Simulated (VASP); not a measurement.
# Au (Fm-3m) in VASP: further runs

Au is run at these levels: PBE; tasks: single point, relaxation of cell and atoms.

All numbers are computed with VASP 6.6.1; they aren't measurements. Logs are shortened: lines on timing, memory, paths and dates and some standing lists are left out, and cuts for length are marked.

## (1) The cell of the first run

Symmetry: Fm-3m, No. 225, cubic system. Conventional cell: a = 4.158 Å, b = 4.158 Å, c = 4.158 Å, α = 90.00°, β = 90.00°, γ = 90.00°. Within 3.9 Å of Au (site symmetry m-3m) lie 12 Au at 2.94 Å.

## (2) Single point, PBE

Input file INCAR:

```
PREC = Accurate ; ENCUT = 520
EDIFF = 1E-6 ; ISMEAR = 0
SIGMA = 0.1 ; LREAL = False
LASPH = True ; NELM = 60
ALGO = Fast ; ISIF = 2
LWAVE = False ; LCHARG = True
GGA = PE ; LELF = True
LVHAR = True ; NBANDS = 12
ISYM = 0
```

Input file KPOINTS:

```
Automatic mesh
0
Gamma
  12 12 14
```

Input file POSCAR:

```
Au
1.0
    2.9402300936      0.0000000000      0.0000000000
   -1.4701150468      2.5463139540      0.0000000000
    1.4701150468      0.8487713180      2.4006878186
Au
1
Direct
    0.0000000000      0.0000000000      0.0000000000
```

Potentials or basis: VASP PAW PBE potentials, release 64 (Au).

On the command line:

```bash
$ cat potpaw_PBE.64/Au/POTCAR > POTCAR
$ mpirun -np 1 vasp_std > vasp.out
```

OUTCAR:

```text
PREC = Accurate
   ENCUT = 520
   EDIFF = 1E-6
   ISMEAR = 0
   LREAL = False
   LASPH = True
   NELM = 60
   ISIF = 2
   GGA = PE
   ISYM = 0

 ion  position               nearest neighbor table
   1  0.000  0.000  0.000-

IMPORTANT INFORMATION: All symmetrisations will be switched off!
NOSYMM: (Re-)initialisation of all symmetry stuff for point group C_1.

----------------------------------------------------------------------------------------

                                     Primitive cell

  volume of cell :      17.9733

  direct lattice vectors                    reciprocal lattice vectors
     2.940230094  0.000000000  0.000000000     0.340109436  0.196362275 -0.277698192
    -1.470115047  2.546313954  0.000000000     0.000000000  0.392724549 -0.138849096
     1.470115047  0.848771318  2.400687819     0.000000000  0.000000000  0.416547288

  length of vectors
     2.940230094  2.940230094  2.940230094     0.480987378  0.416547288  0.416547288

  position of ions in fractional coordinates (direct lattice)
     0.000000000  0.000000000  0.000000000

  ion indices of the primitive-cell ions
   primitive index   ion index
                 1           1

----------------------------------------------------------------------------------------

 KPOINTS: Automatic mesh

Automatic generation of k-mesh.
 Grid dimensions read from file:
 generate k-points for:   12   12   14

 Generating k-lattice:

  Cartesian coordinates                     Fractional coordinates (reciprocal lattice)
     0.028342453  0.016363523 -0.023141516     0.083333333 -0.000000000  0.000000000
     0.000000000  0.032727046 -0.011570758     0.000000000  0.083333333  0.000000000
     0.000000000  0.000000000  0.029753378     0.000000000  0.000000000  0.071428571

  Length of vectors
     0.040082281  0.034712274  0.029753378

  Shift w.r.t. Gamma in fractional coordinates (k-lattice)
     0.000000000  0.000000000  0.000000000

 -----------------------------------------------------------------------------
|                                                                             |
|           W    W    AA    RRRRR   N    N  II  N    N   GGGG   !!!           |
|           W    W   A  A   R    R  NN   N  II  NN   N  G    G  !!!           |
|           W    W  A    A  R    R  N N  N  II  N N  N  G       !!!           |
|           W WW W  AAAAAA  RRRRR   N  N N  II  N  N N  G  GGG   !            |
|           WW  WW  A    A  R   R   N   NN  II  N   NN  G    G                |
|           W    W  A    A  R    R  N    N  II  N    N   GGGG   !!!           |
|                                                                             |
|     Your reciprocal lattice and k-lattice belong to different lattice       |
|     classes:                                                                |
|                                                                             |
|        The reciprocal lattice is body-centered cubic,                       |
[... 72 lines left out ...]
   EMIN   =  10.00;   EMAX   =-10.00  energy-range for DOS
   EFERMI =   0.00;   METHOD = LEGACY
   ISMEAR =     0;   SIGMA  =   0.10  broadening in eV -4-tet -1-fermi 0-gaus
   EFERMI_NEDOS =   21; number of points for ismear=-14 and -15
   IALGO  =     68    algorithm
   IMIX   =      4    mixing-type and parameters
     AMIX     =   0.40;   BMIX     =  1.00
     AMIX_MAG =   1.60;   BMIX_MAG =  1.00
  volume/ion in A,a.u.               =      17.97       121.29
  Fermi-wavevector in a.u.,A,eV,Ry     =   1.389940  2.626606 26.285549  1.931933
  Thomas-Fermi vector in A             =   2.513923
   LORBIT       =      0    0 simple, 1 ext, 2 COOP (PROOUT), +10 PAW based schemes
   GGA     = PE    functional components
   LHFCALC =     F    Hartree Fock is set to
   AEXX    =    0.0000 exact exchange contribution
   IVDW    =     0    specifies the selected vdW correction
   LEPSILON=     F    determine dielectric tensor
   LRPA    =     F    only Hartree local field effects (RPA)
 non-spin polarized calculation
 RMM-DIIS sequential band-by-band and
 Gauss-broadening in eV      SIGMA  =   0.10
  energy-cutoff  :      520.00
  volume of cell :       17.97
 maximum number of plane-waves:       531
 NGX is ok and might be reduce to    24
   NGX = 11   NGY = 11   NGZ = 11

 number of electron      11.0000001 magnetization

 Free energy of the ion-electron system (eV)
  ---------------------------------------------------
  ext. energy  EPLUGINS =         0.00000000
  ---------------------------------------------------
  free energy    TOTEN  =        -3.21780604 eV

  energy without entropy =       -3.21609590  energy(sigma->0) =       -3.21695097

 E-fermi :   8.5807     XC(G=0): -12.4006

 val. band max:        8.5785402250   @ k =   0.4167   0.0833   0.5000
 cond. band min:       8.5932741079   @ k =  -0.0833   0.5000   0.1429
 fundamental gap:      0.0147338829
 Fermi energy:         8.5807163883

 k-point     1 :       0.0000    0.0000    0.0000
  band No.  band energies     occupation
      1      -0.6944      2.00000
      2       4.1884      2.00000
      3       4.1924      2.00000
      4       4.1961      2.00000
      5       5.5700      2.00000
      6       5.5712      2.00000
      7      23.1927      0.00000
      8      26.8829      0.00000
      9      26.8859      0.00000
     10      26.8896      0.00000
     11      31.6240      0.00000
     12      35.7021      0.00000
[... 331 lines left out ...]
 k-point    24 :       0.3333    0.1667    0.0000
  band No.  band energies     occupation
      1       2.4085      2.00000
      2       2.8110      2.00000
      3       5.3681      2.00000
      4       5.9373      2.00000
      5       6.7947      2.00000
      6       9.7022      0.00000
      7      14.9324      0.00000
      8      17.9916      0.00000
      9      20.1114      0.00000
     10      25.8070      0.00000
     11      29.3728      0.00000
     12      34.8792      0.00000

 [... further k-points ...]
[... 5 lines left out ...]
  --------------------------------------------------------------------------------------
  -------------------------------------------------------------------------------------
  Total        0.0389680      0.0215928     -0.1499212      0.0150479      0.0280819      0.0486385
  in kB        3.4736779      1.9248213    -13.3642482      1.3413980      2.5032742      4.3357297
  external PRESSURE =      -2.6552497 kB  Pullay stress =       0.0000000 kB

 VOLUME and BASIS-vectors are now :
 -----------------------------------------------------------------------------
  energy-cutoff  :      520.00
  volume of cell :       17.97
      direct lattice vectors                 reciprocal lattice vectors
     2.940230094  0.000000000  0.000000000     0.340109436  0.196362275 -0.277698192
    -1.470115047  2.546313954  0.000000000     0.000000000  0.392724549 -0.138849096
     1.470115047  0.848771318  2.400687819     0.000000000  0.000000000  0.416547288

 POSITION                                       TOTAL-FORCE (eV/Angst)
 -----------------------------------------------------------------------------------
      0.00000      0.00000      0.00000        -0.000001     -0.000000     -0.000001
 -----------------------------------------------------------------------------------
    total drift:                               -0.000001     -0.000000     -0.000001

  FREE ENERGIE OF THE ION-ELECTRON SYSTEM (eV)
  ---------------------------------------------------
  free  energy   TOTEN  =        -3.2178060362 eV

  energy  without entropy=       -3.2160959035  energy(sigma->0) =       -3.21695097
```

OSZICAR:

```text
N       E                     dE             d eps       ncg     rms          rms(c)
DAV:   1     0.492840518068E+02    0.49284E+02   -0.55270E+03 25168   0.811E+02
DAV:   2    -0.279773783020E+01   -0.52082E+02   -0.48969E+02 28388   0.184E+02
DAV:   3    -0.347925232870E+01   -0.68151E+00   -0.68090E+00 29448   0.204E+01
DAV:   4    -0.348161491558E+01   -0.23626E-02   -0.23625E-02 29096   0.139E+00
DAV:   5    -0.348163327761E+01   -0.18362E-04   -0.18362E-04 29908   0.118E-01    0.796E+00
RMM:   6    -0.323486961769E+01    0.24676E+00   -0.30479E-01 24369   0.458E+00    0.515E+00
RMM:   7    -0.321957512097E+01    0.15294E-01   -0.34135E-02 26014   0.173E+00    0.264E+00
RMM:   8    -0.321786308194E+01    0.17120E-02   -0.30103E-03 27006   0.451E-01    0.348E-01
RMM:   9    -0.321780060318E+01    0.62479E-04   -0.43082E-04 28346   0.177E-01    0.104E-01
RMM:  10    -0.321780485717E+01   -0.42540E-05   -0.59971E-05 28083   0.585E-02    0.499E-02
RMM:  11    -0.321780600726E+01   -0.11501E-05   -0.12752E-05 26405   0.232E-02    0.983E-03
RMM:  12    -0.321780603615E+01   -0.28898E-07   -0.10637E-06 22455   0.655E-03
   1 F= -.32178060E+01 E0= -.32169510E+01  d E =-.171013E-02
```

It took 3 min on 1 thread of AMD EPYC 7R13 (Zen 3), shared host; peak memory 0.3 GiB.

The run converged, but its numbers aren't listed here, since they failed a check.

Caveat: spin-orbit coupling is left out, which moves the levels of the heavy elements.

## (3) Single point, PBE

Input file INCAR:

```
ALGO = Normal
EDIFF = 1E-6
ENCUT = 520
GGA = PE
ISIF = 2
ISMEAR = -1
LASPH = True
LCHARG = False
LREAL = False
LWAVE = False
NBANDS = 12
NELM = 100
PREC = Accurate
SIGMA = 0.15
```

Input file KPOINTS:

```
k-points
0
Gamma
  20 20 20
```

Input file POSCAR:

```
Au
1.0
    0.0000000000      2.0791539936      2.0791539936
    2.0791539936      0.0000000000      2.0791539936
    2.0791539936      2.0791539936      0.0000000000
Au
1
Direct
    0.0000000000      0.0000000000      0.0000000000
```

Potentials or basis: VASP PAW PBE potentials, release 64 (Au).

On the command line:

```bash
$ cat potpaw_PBE.64/Au/POTCAR > POTCAR
$ mpirun -np 1 vasp_std > vasp.out
```

OUTCAR:

```text
EDIFF = 1E-6
   ENCUT = 520
   GGA = PE
   ISIF = 2
   ISMEAR = -1
   LASPH = True
   LREAL = False
   NELM = 100
   PREC = Accurate

 ion  position               nearest neighbor table
   1  0.000  0.000  0.000-

  LATTYP: Found a face centered cubic cell.
 ALAT       =     4.1583079872

  Lattice vectors:

 A1 = (   0.0000000000,   2.0791539936,   2.0791539936)
 A2 = (   2.0791539936,   0.0000000000,   2.0791539936)
 A3 = (   2.0791539936,   2.0791539936,   0.0000000000)

Analysis of symmetry for initial positions (statically):
=====================================================================
 Subroutine PRICEL returns:
 Original cell was already a primitive cell.

 Routine SETGRP: Setting up the symmetry group for a
 face centered cubic supercell.

 Subroutine GETGRP returns: Found 48 space group operations
 (whereof 48 operations were pure point group operations)
 out of a pool of 48 trial point group operations.

The static configuration has the point symmetry O_h .

Analysis of symmetry for dynamics (positions and initial velocities):
=====================================================================
 Subroutine PRICEL returns:
 Original cell was already a primitive cell.

 Routine SETGRP: Setting up the symmetry group for a
 face centered cubic supercell.

 Subroutine GETGRP returns: Found 48 space group operations
 (whereof 48 operations were pure point group operations)
 out of a pool of 48 trial point group operations.

The dynamic configuration has the point symmetry O_h .

 Subroutine INISYM returns: Found 48 space group operations
 (whereof 48 operations are pure point group operations),
 and found     1 'primitive' translations

----------------------------------------------------------------------------------------

                                     Primitive cell

  volume of cell :      17.9759

  direct lattice vectors                    reciprocal lattice vectors
     0.000000000  2.079153994  2.079153994    -0.240482428  0.240482428  0.240482428
     2.079153994  0.000000000  2.079153994     0.240482428 -0.240482428  0.240482428
     2.079153994  2.079153994  0.000000000     0.240482428  0.240482428 -0.240482428

  length of vectors
     2.940367776  2.940367776  2.940367776     0.416527783  0.416527783  0.416527783

  position of ions in fractional coordinates (direct lattice)
     0.000000000  0.000000000  0.000000000

  ion indices of the primitive-cell ions
   primitive index   ion index
                 1           1

----------------------------------------------------------------------------------------

 KPOINTS: k-points

Automatic generation of k-mesh.
 Grid dimensions read from file:
 generate k-points for:   20   20   20

 Generating k-lattice:

  Cartesian coordinates                     Fractional coordinates (reciprocal lattice)
    -0.012024121  0.012024121  0.012024121     0.050000000  0.000000000  0.000000000
     0.012024121 -0.012024121  0.012024121     0.000000000  0.050000000  0.000000000
     0.012024121  0.012024121 -0.012024121     0.000000000  0.000000000  0.050000000

  Length of vectors
     0.020826389  0.020826389  0.020826389

  Shift w.r.t. Gamma in fractional coordinates (k-lattice)
     0.000000000  0.000000000  0.000000000

 Subroutine IBZKPT returns following result:
 ===========================================

 Found    256 irreducible k-points:

 Following reciprocal coordinates:
            Coordinates               Weight
  0.000000  0.000000  0.000000      1.000000
  0.050000  0.000000  0.000000      8.000000
  0.100000  0.000000  0.000000      8.000000
  0.150000  0.000000  0.000000      8.000000
  0.200000  0.000000  0.000000      8.000000
  0.250000  0.000000  0.000000      8.000000
[... 16 lines left out ...]
 -0.400000  0.050000  0.000000     24.000000
 -0.350000  0.050000  0.000000     24.000000
 [... further k-points ...]
   k-points           NKPTS =    256   k-points in BZ     NKDIM =    256   number of bands    NBANDS=     12
   number of dos      NEDOS =    301   number of ions     NIONS =      1
   total plane-waves  NPLWV =  13824
   dimension x,y,z NGX =    24 NGY =   24 NGZ =   24
   dimension x,y,z NGXF=    48 NGYF=   48 NGZF=   48
   ions per type =               1
   NGX,Y,Z   is equivalent  to a cutoff of  13.57, 13.57, 13.57 a.u.
   NGXF,Y,Z  is equivalent  to a cutoff of  27.14, 27.14, 27.14 a.u.
 SYSTEM =  unknown system
   PREC   = accura    normal or accurate (medium, high low for compatibility)
   ISTART =      0    job   : 0-new  1-cont  2-samecut
   ICHARG =      2    charge: 1-file 2-atom 10-const
   ISPIN  =      1    spin polarized calculation?
   LNONCOLLINEAR =      F non collinear calculations
   LSORBIT =      F    spin-orbit coupling
   LASPH  =      T    aspherical Exc in radial PAW
   ENCUT  =  520.0 eV  38.22 Ry    6.18 a.u.   5.47  5.47  5.47*2*pi/ulx,y,z
   NELM   =    100;   NELMIN=  2; NELMDL= -5     # of ELM steps
   EDIFF  = 0.1E-05   stopping-criterion for ELM
   LREAL  =      F    real-space projection
   EDIFFG = 0.1E-04   stopping-criterion for IOM
   NSW    =      0    number of steps for IOM
   IBRION =     -1    ionic relax: 0-MD 1-quasi-New 2-CG
   NFREE  =      0    steps in history (QN), initial steepest desc. (CG)
   ISIF   =      2    stress and relaxation
   ISYM   =      2    0-nonsym 1-usesym 2-fastsym
   POTIM  = 0.5000    time-step for ionic-motion
   TEBEG  =    0.0;   TEEND  =   0.0 temperature during run
   PSTRESS=    0.0 pullay stress
   NELECT =      11.0000    total number of electrons
   NUPDOWN=      -1.0000    fix difference up-down
   EMIN   =  10.00;   EMAX   =-10.00  energy-range for DOS
   EFERMI =   0.00;   METHOD = LEGACY
   ISMEAR =    -1;   SIGMA  =   0.15  broadening in eV -4-tet -1-fermi 0-gaus
   EFERMI_NEDOS =   21; number of points for ismear=-14 and -15
   IALGO  =     38    algorithm
   IMIX   =      4    mixing-type and parameters
     AMIX     =   0.40;   BMIX     =  1.00
     AMIX_MAG =   1.60;   BMIX_MAG =  1.00
  volume/ion in A,a.u.               =      17.98       121.31
  Fermi-wavevector in a.u.,A,eV,Ry     =   1.389875  2.626483 26.283088  1.931752
  Thomas-Fermi vector in A             =   2.513864
   LORBIT       =      0    0 simple, 1 ext, 2 COOP (PROOUT), +10 PAW based schemes
   GGA     = PE    functional components
[... 5 lines left out ...]
 non-spin polarized calculation
  energy-cutoff  :      520.00
  volume of cell :       17.98
 maximum number of plane-waves:       531
 NGX is ok and might be reduce to    24
   NGX = 11   NGY = 11   NGZ = 11

 number of electron      11.0000001 magnetization

 Free energy of the ion-electron system (eV)
  ---------------------------------------------------
  ext. energy  EPLUGINS =         0.00000000
  ---------------------------------------------------
  free energy    TOTEN  =        -3.23166810 eV

  energy without entropy =       -3.21082872  energy(sigma->0) =       -3.22124841

 E-fermi :   8.6124     XC(G=0): -12.3993

 val. band max:        8.5540277770   @ k =   0.5000   0.1500   0.0500
 cond. band min:       8.6471478136   @ k =   0.5000   0.3000   0.1000
 fundamental gap:      0.0931200366
 Fermi energy:         8.6124335197

 k-point     1 :       0.0000    0.0000    0.0000
  band No.  band energies     occupation
      1      -0.6948      2.00000
      2       4.1923      2.00000
      3       4.1923      2.00000
      4       4.1923      2.00000
      5       5.5698      2.00000
      6       5.5698      2.00000
      7      23.1913      0.00000
      8      26.8832      0.00000
      9      26.8832      0.00000
     10      26.8832      0.00000
     11      31.6219      0.00000
     12      35.6988      0.00000

 k-point     2 :       0.0500    0.0000    0.0000
  band No.  band energies     occupation
      1      -0.6114      2.00000
      2       4.1664      2.00000
      3       4.2203      2.00000
      4       4.2203      2.00000
      5       5.5574      2.00000
      6       5.5574      2.00000
      7      23.2829      0.00000
      8      26.2882      0.00000
      9      26.9739      0.00000
     10      26.9739      0.00000
     11      32.1067      0.00000
     12      34.5956      0.00000
[... 316 lines left out ...]
 k-point    24 :      -0.3500    0.0500    0.0000
  band No.  band energies     occupation
      1       1.7738      2.00000
      2       4.2568      2.00000
      3       4.3120      2.00000
      4       5.2830      2.00000
      5       6.1633      2.00000
      6       6.6790      1.99999
      7      14.9460      0.00000
      8      23.1984      0.00000
      9      25.3697      0.00000
     10      26.8819      0.00000
     11      31.3114      0.00000
     12      32.0793      0.00000

 [... further k-points ...]
[... 5 lines left out ...]
  --------------------------------------------------------------------------------------
  -------------------------------------------------------------------------------------
  Total       -0.0264087     -0.0264087     -0.0264087      0.0000000      0.0000000      0.0000000
  in kB       -2.3537883     -2.3537883     -2.3537883      0.0000000      0.0000000      0.0000000
  external PRESSURE =      -2.3537883 kB  Pullay stress =       0.0000000 kB

 VOLUME and BASIS-vectors are now :
 -----------------------------------------------------------------------------
  energy-cutoff  :      520.00
  volume of cell :       17.98
      direct lattice vectors                 reciprocal lattice vectors
     0.000000000  2.079153994  2.079153994    -0.240482428  0.240482428  0.240482428
     2.079153994  0.000000000  2.079153994     0.240482428 -0.240482428  0.240482428
     2.079153994  2.079153994  0.000000000     0.240482428  0.240482428 -0.240482428

 POSITION                                       TOTAL-FORCE (eV/Angst)
 -----------------------------------------------------------------------------------
      0.00000      0.00000      0.00000         0.000000      0.000000      0.000000
 -----------------------------------------------------------------------------------
    total drift:                               -0.000000      0.000000     -0.000000

  FREE ENERGIE OF THE ION-ELECTRON SYSTEM (eV)
  ---------------------------------------------------
  free  energy   TOTEN  =        -3.2316681029 eV

  energy  without entropy=       -3.2108287163  energy(sigma->0) =       -3.22124841
```

It took 35 s on 1 thread of Intel Xeon 8259CL, shared host; peak memory 0.18 GiB.

What came out:

- Free energy: -3.2317 eV
- Pressure: -0.2 GPa

Caveat: spin-orbit coupling is left out, which moves the levels of the heavy elements.

(Part 1 of 2 ends here.)
